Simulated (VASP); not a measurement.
# Bi (R-3m) in VASP: further runs

Bi is run at these levels: PBE; tasks: single point.

All numbers are computed with VASP 6.6.1; they aren't measurements. Logs are shortened: lines on timing, memory, paths and dates and some standing lists are left out, and cuts for length are marked.

## Step 1: The cell of the first run

Symmetry: R-3m, No. 166, trigonal system. The conventional cell has a = 4.576 Å, b = 4.576 Å, c = 11.941 Å, α = 90.00°, β = 90.00°, γ = 120.00°. Bi (site symmetry 3m) has 6 Bi at 3.09 to 3.55 Å within 4.1 Å.

## Step 2: Single point, PBE (36.09 Å³/atom)

Contents of INCAR:

```
SYSTEM = Bi
  PREC = Accurate
  ENCUT = 520
  EDIFF = 1E-6
  ISMEAR = -1
  SIGMA = 0.03
  LREAL = .FALSE.
  LASPH = .TRUE.
  NELM = 100
  ALGO = Normal
  ISIF = 2
  LWAVE = .FALSE.
  LCHARG = .FALSE.
  GGA = PE
  NBANDS = 22
```

Contents of KPOINTS:

```
regular mesh
0
G
  11 11 11
  0 0 0
```

Contents of POSCAR:

```
Bi
1.0
    2.2880530951      1.3210080704      3.9801861936
   -2.2880530951      1.3210080704      3.9801861936
    0.0000000000     -2.6420161407      3.9801861936
Bi
2
Direct
    0.2338900000      0.2338900000      0.2338900000
    0.7661100000      0.7661100000      0.7661100000
```

Potentials or basis: VASP PAW PBE potentials, release 64 (Bi_d).

The run is started by

```
cat potpaw_PBE.64/Bi_d/POTCAR > POTCAR
mpirun -np 1 vasp_std > vasp.out
```

OUTCAR:

```text
SYSTEM = Bi
   PREC = Accurate
   ENCUT = 520
   EDIFF = 1E-6
   ISMEAR = -1
   LREAL = .FALSE.
   LASPH = .TRUE.
   NELM = 100
   ISIF = 2
   GGA = PE

 ion  position               nearest neighbor table
   1  0.234  0.234  0.234-   2 3.09   2 3.09   2 3.09   2 3.55   2 3.55   2 3.55
   2  0.766  0.766  0.766-   1 3.09   1 3.09   1 3.09   1 3.55   1 3.55   1 3.55

  LATTYP: Found a trigonal (rhomboedric) cell.
 ALAT       =     4.7772514508
 COS(alpha) =     0.5412184017

  Lattice vectors:

 A1 = (   2.2880530951,   1.3210080704,   3.9801861936)
 A2 = (  -2.2880530951,   1.3210080704,   3.9801861936)
 A3 = (   0.0000000000,  -2.6420161407,   3.9801861936)

Analysis of symmetry for initial positions (statically):
=====================================================================
 Subroutine PRICEL returns:
 Original cell was already a primitive cell.

 Routine SETGRP: Setting up the symmetry group for a
 trigonal (rhombohedral) supercell.

 Subroutine GETGRP returns: Found 12 space group operations
 (whereof 12 operations were pure point group operations)
 out of a pool of 12 trial point group operations.

The static configuration has the point symmetry D_3d.

Analysis of symmetry for dynamics (positions and initial velocities):
=====================================================================
 Subroutine PRICEL returns:
 Original cell was already a primitive cell.

 Routine SETGRP: Setting up the symmetry group for a
 trigonal (rhombohedral) supercell.

 Subroutine GETGRP returns: Found 12 space group operations
 (whereof 12 operations were pure point group operations)
 out of a pool of 12 trial point group operations.

The dynamic configuration has the point symmetry D_3d.

 Subroutine INISYM returns: Found 12 space group operations
 (whereof 12 operations are pure point group operations),
 and found     1 'primitive' translations

----------------------------------------------------------------------------------------

                                     Primitive cell

  volume of cell :      72.1816

  direct lattice vectors                    reciprocal lattice vectors
     2.288053095  1.321008070  3.980186194     0.218526397  0.126166274  0.083748176
    -2.288053095  1.321008070  3.980186194    -0.218526397  0.126166274  0.083748176
     0.000000000 -2.642016141  3.980186194     0.000000000 -0.252332549  0.083748176

  length of vectors
     4.777251451  4.777251451  4.777251451     0.265867396  0.265867396  0.265867396

  position of ions in fractional coordinates (direct lattice)
     0.233890000  0.233890000  0.233890000
     0.766110000  0.766110000  0.766110000

  ion indices of the primitive-cell ions
   primitive index   ion index
                 1           1
                 2           2

----------------------------------------------------------------------------------------

 KPOINTS: regular mesh

Automatic generation of k-mesh.
 Grid dimensions read from file:
 generate k-points for:   11   11   11

 Generating k-lattice:

  Cartesian coordinates                     Fractional coordinates (reciprocal lattice)
     0.019866036  0.011469661  0.007613471     0.090909091 -0.000000000 -0.000000000
    -0.019866036  0.011469661  0.007613471    -0.000000000  0.090909091 -0.000000000
     0.000000000 -0.022939323  0.007613471     0.000000000  0.000000000  0.090909091

  Length of vectors
     0.024169763  0.024169763  0.024169763

  Shift w.r.t. Gamma in fractional coordinates (k-lattice)
     0.000000000  0.000000000  0.000000000

 Subroutine IBZKPT returns following result:
 ===========================================

 Found    146 irreducible k-points:

 Following reciprocal coordinates:
            Coordinates               Weight
  0.000000  0.000000  0.000000      1.000000
  0.090909 -0.000000  0.000000      6.000000
  0.181818 -0.000000 -0.000000      6.000000
  0.272727 -0.000000  0.000000      6.000000
  0.363636 -0.000000  0.000000      6.000000
  0.454545 -0.000000  0.000000      6.000000
[... 16 lines left out ...]
 -0.272727  0.181818 -0.000000     12.000000
 -0.181818  0.181818  0.000000      6.000000
 [... further k-points ...]
   k-points           NKPTS =    146   k-points in BZ     NKDIM =    146   number of bands    NBANDS=     22
   number of dos      NEDOS =    301   number of ions     NIONS =      2
   total plane-waves  NPLWV =  46656
   dimension x,y,z NGX =    36 NGY =   36 NGZ =   36
   dimension x,y,z NGXF=    72 NGYF=   72 NGZF=   72
   ions per type =               2
   NGX,Y,Z   is equivalent  to a cutoff of  12.53, 12.53, 12.53 a.u.
   NGXF,Y,Z  is equivalent  to a cutoff of  25.06, 25.06, 25.06 a.u.
 SYSTEM =  Bi
   PREC   = accura    normal or accurate (medium, high low for compatibility)
   ISTART =      0    job   : 0-new  1-cont  2-samecut
   ICHARG =      2    charge: 1-file 2-atom 10-const
   ISPIN  =      1    spin polarized calculation?
   LNONCOLLINEAR =      F non collinear calculations
   LSORBIT =      F    spin-orbit coupling
   LASPH  =      T    aspherical Exc in radial PAW
   ENCUT  =  520.0 eV  38.22 Ry    6.18 a.u.   8.88  8.88  8.88*2*pi/ulx,y,z
   NELM   =    100;   NELMIN=  2; NELMDL= -5     # of ELM steps
   EDIFF  = 0.1E-05   stopping-criterion for ELM
   LREAL  =      F    real-space projection
   EDIFFG = 0.1E-04   stopping-criterion for IOM
   NSW    =      0    number of steps for IOM
   IBRION =     -1    ionic relax: 0-MD 1-quasi-New 2-CG
   NFREE  =      0    steps in history (QN), initial steepest desc. (CG)
   ISIF   =      2    stress and relaxation
   ISYM   =      2    0-nonsym 1-usesym 2-fastsym
   POTIM  = 0.5000    time-step for ionic-motion
   TEBEG  =    0.0;   TEEND  =   0.0 temperature during run
   PSTRESS=    0.0 pullay stress
   NELECT =      30.0000    total number of electrons
   NUPDOWN=      -1.0000    fix difference up-down
   EMIN   =  10.00;   EMAX   =-10.00  energy-range for DOS
   EFERMI =   0.00;   METHOD = LEGACY
   ISMEAR =    -1;   SIGMA  =   0.03  broadening in eV -4-tet -1-fermi 0-gaus
   EFERMI_NEDOS =   21; number of points for ismear=-14 and -15
   IALGO  =     38    algorithm
   IMIX   =      4    mixing-type and parameters
     AMIX     =   0.40;   BMIX     =  1.00
     AMIX_MAG =   1.60;   BMIX_MAG =  1.00
  volume/ion in A,a.u.               =      36.09       243.55
  Fermi-wavevector in a.u.,A,eV,Ry     =   1.221724  2.308724 20.308193  1.492610
  Thomas-Fermi vector in A             =   2.356896
   LORBIT       =      0    0 simple, 1 ext, 2 COOP (PROOUT), +10 PAW based schemes
   GGA     = PE    functional components
   LHFCALC =     F    Hartree Fock is set to
   AEXX    =    0.0000 exact exchange contribution
   IVDW    =     0    specifies the selected vdW correction
   LEPSILON=     F    determine dielectric tensor
   LRPA    =     F    only Hartree local field effects (RPA)
 non-spin polarized calculation
  energy-cutoff  :      520.00
  volume of cell :       72.18
 maximum number of plane-waves:      1979
   NGX = 17   NGY = 17   NGZ = 17

 number of electron      30.0000001 magnetization

 Free energy of the ion-electron system (eV)
  ---------------------------------------------------
  ext. energy  EPLUGINS =         0.00000000
  ---------------------------------------------------
  free energy    TOTEN  =        -7.77195192 eV

  energy without entropy =       -7.77130599  energy(sigma->0) =       -7.77162895

 E-fermi :   6.0177     XC(G=0):  -9.4127

 val. band max:        6.0033384425   @ k =   0.3636   0.1818   0.1818
 cond. band min:       6.1731366143   @ k =   0.4545   0.0909   0.0909
 fundamental gap:      0.1697981719
 Fermi energy:         6.0176882045

 k-point     1 :       0.0000    0.0000    0.0000
  band No.  band energies     occupation
      1     -16.8390      2.00000
      2     -16.8390      2.00000
      3     -16.6990      2.00000
      4     -16.6990      2.00000
      5     -16.6834      2.00000
      6     -16.5289      2.00000
[... 14 lines left out ...]
     21      11.8397      0.00000
     22      12.0301      0.00000

 k-point     2 :       0.0909   -0.0000    0.0000
  band No.  band energies     occupation
      1     -16.8335      2.00000
      2     -16.8318      2.00000
      3     -16.6965      2.00000
      4     -16.6947      2.00000
      5     -16.6798      2.00000
      6     -16.5323      2.00000
[... 14 lines left out ...]
     21      11.9106      0.00000
     22      12.7242      0.00000

 k-point     3 :       0.1818   -0.0000   -0.0000
  band No.  band energies     occupation
      1     -16.8179      2.00000
      2     -16.8110      2.00000
      3     -16.6900      2.00000
      4     -16.6824      2.00000
      5     -16.6685      2.00000
      6     -16.5436      2.00000
[... 14 lines left out ...]
     21      12.2535      0.00000
     22      14.0893      0.00000

 k-point     4 :       0.2727   -0.0000    0.0000
  band No.  band energies     occupation
      1     -16.7949      2.00000
      2     -16.7784      2.00000
      3     -16.6816      2.00000
      4     -16.6635      2.00000
      5     -16.6501      2.00000
      6     -16.5635      2.00000
[... 14 lines left out ...]
     21      12.9251      0.00000
     22      15.6200      0.00000

 k-point     5 :       0.3636   -0.0000    0.0000
  band No.  band energies     occupation
      1     -16.7701      2.00000
      2     -16.7372      2.00000
      3     -16.6735      2.00000
      4     -16.6408      2.00000
      5     -16.6282      2.00000
      6     -16.5895      2.00000
[... 14 lines left out ...]
     21      13.8688      0.00000
     22      16.0203      0.00000

 k-point     6 :       0.4545   -0.0000    0.0000
  band No.  band energies     occupation
      1     -16.7526      2.00000
      2     -16.6952      2.00000
      3     -16.6679      2.00000
      4     -16.6365      2.00000
      5     -16.6182      2.00000
      6     -16.5913      2.00000
[... 14 lines left out ...]
     21      14.8766      0.00000
     22      14.9999      0.00000

 k-point     7 :       0.0909    0.0909    0.0000
  band No.  band energies     occupation
      1     -16.8380      2.00000
      2     -16.8241      2.00000
      3     -16.6981      2.00000
      4     -16.6924      2.00000
      5     -16.6784      2.00000
      6     -16.5335      2.00000
[... 324 lines left out ...]
      6     -16.6026      2.00000
[... 14 lines left out ...]
     21      15.0120      0.00000
     22      15.5781      0.00000

 k-point    21 :      -0.4545    0.1818    0.0000
  band No.  band energies     occupation
      1     -16.7743      2.00000
      2     -16.6848      2.00000
      3     -16.6582      2.00000
      4     -16.6391      2.00000
      5     -16.6261      2.00000
      6     -16.5910      2.00000
[... 14 lines left out ...]
     21      14.5127      0.00000
     22      15.6956      0.00000

 k-point    22 :      -0.3636    0.1818   -0.0000
  band No.  band energies     occupation
      1     -16.7799      2.00000
      2     -16.6697      2.00000
      3     -16.6600      2.00000
      4     -16.6533      2.00000
      5     -16.6236      2.00000
      6     -16.5982      2.00000
[... 14 lines left out ...]
     21      13.7901      0.00000
     22      16.0703      0.00000

 k-point    23 :      -0.2727    0.1818   -0.0000
  band No.  band energies     occupation
      1     -16.7958      2.00000
      2     -16.7032      2.00000
      3     -16.6701      2.00000
      4     -16.6539      2.00000
      5     -16.6171      2.00000
      6     -16.6020      2.00000
[... 14 lines left out ...]
     21      14.7164      0.00000
     22      15.5063      0.00000

 k-point    24 :      -0.1818    0.1818    0.0000
  band No.  band energies     occupation
      1     -16.8103      2.00000
      2     -16.7452      2.00000
      3     -16.6789      2.00000
      4     -16.6692      2.00000
      5     -16.6287      2.00000
      6     -16.5857      2.00000
[... 14 lines left out ...]
     21      13.9355      0.00000
     22      14.4202      0.00000

 [... further k-points ...]
[... 5 lines left out ...]
  --------------------------------------------------------------------------------------
  -------------------------------------------------------------------------------------
  Total        0.3076559      0.3076559      0.4288795      0.0000000      0.0000000      0.0000000
  in kB        6.8288818      6.8288818      9.5196206      0.0000000      0.0000000      0.0000000
  external PRESSURE =       7.7257947 kB  Pullay stress =       0.0000000 kB

 VOLUME and BASIS-vectors are now :
 -----------------------------------------------------------------------------
  energy-cutoff  :      520.00
  volume of cell :       72.18
      direct lattice vectors                 reciprocal lattice vectors
     2.288053095  1.321008070  3.980186194     0.218526397  0.126166274  0.083748176
    -2.288053095  1.321008070  3.980186194    -0.218526397  0.126166274  0.083748176
     0.000000000 -2.642016141  3.980186194     0.000000000 -0.252332549  0.083748176

 POSITION                                       TOTAL-FORCE (eV/Angst)
 -----------------------------------------------------------------------------------
      0.00000      0.00000      2.79278         0.000000      0.000000      0.107029
      0.00000      0.00000      9.14778         0.000000     -0.000000     -0.107029
 -----------------------------------------------------------------------------------
    total drift:                                0.000000     -0.000000      0.000000

  FREE ENERGIE OF THE ION-ELECTRON SYSTEM (eV)
  ---------------------------------------------------
  free  energy   TOTEN  =        -7.7719519174 eV

  energy  without entropy=       -7.7713059911  energy(sigma->0) =       -7.77162895
```

Run time: 54 s. Hardware: 1 thread of Intel Xeon 6975P-C (Granite Rapids), shared host; peak memory 0.32 GiB.

What came out:

- Free energy: -7.7720 eV
- Pressure: 0.8 GPa
- Largest force: 0.107 eV/Å
- Band gap on the k mesh: zero (bands 15 and 16 overlap by 0.05 eV)

Forces in eV/Å, atoms in the order of the input:
```
Bi   0.000  0.000  0.107
Bi   0.000  0.000 -0.107
```

Stress tensor (GPa, compression positive):
```
0.68 0.00 0.00
0.00 0.68 0.00
0.00 0.00 0.95
```

Levels at points of the mesh, in eV from the Fermi level:
```csv
k point,band 12,band 13,band 14,band 15,band 16,band 17,band 18,band 19
"(0.00, 0.00, 0.00)",-7.52,-1.39,-1.14,-1.14,2.48,2.94,2.94,5.69
```

Caveat: spin-orbit coupling is left out, which moves the levels of the heavy elements.

## Step 3: Single point, PBE (36.80 Å³/atom)

This run uses another cell than the first one, of 36.80 Å³/atom.

Contents of INCAR:

```
ALGO = Normal
EDIFF = 1E-6
ENCUT = 520
GGA = PE
ISIF = 2
ISMEAR = -1
LASPH = T
LCHARG = F
LREAL = F
LWAVE = F
NBANDS = 22
NELM = 60
PREC = Accurate
SIGMA = 0.03
```

Contents of KPOINTS:

```
k-points
0
Gamma
  11 11 11
```

Contents of POSCAR:

```
Bi
1.0
    2.3029109990      1.3295862852      4.0060322827
   -2.3029109990      1.3295862852      4.0060322827
    0.0000000000     -2.6591725704      4.0060322827
Bi
2
Direct
    0.2338900000      0.2338900000      0.2338900000
    0.7661100000      0.7661100000      0.7661100000
```

Potentials or basis: VASP PAW PBE potentials, release 64 (Bi_d).

The run is started by

```
cat potpaw_PBE.64/Bi_d/POTCAR > POTCAR
mpirun -np 1 vasp_std > vasp.out
```

Wall time 57 s (1 thread of Intel Xeon 6975P-C (Granite Rapids), shared host); peak memory 0.32 GiB.

Results (log left out):

| Item | Value |
| --- | --- |
| Free energy | -7.7753 eV |
| Pressure | -0.1 GPa |
| Largest force | 0.023 eV/Å |
| Band gap on the k mesh | zero (bands 15 and 16 overlap by 0.04 eV) |

Forces in eV/Å, atoms in the order of the input:
```
Bi   0.000  0.000  0.023
Bi   0.000  0.000 -0.023
```

Stress tensor (GPa, compression positive):
```
-0.23  0.00  0.00
 0.00 -0.23  0.00
 0.00  0.00  0.18
```

Levels at points of the mesh, in eV from the Fermi level:
| k point | band 13 | band 14 | band 15 | band 16 | band 17 | band 18 |
| --- | --- | --- | --- | --- | --- | --- |
| (0.00, 0.00, 0.00) | -1.35 | -1.11 | -1.11 | 2.46 | 2.91 | 2.91 |

Caveat: spin-orbit coupling is left out, which moves the levels of the heavy elements.

[end of part 1 of 2]
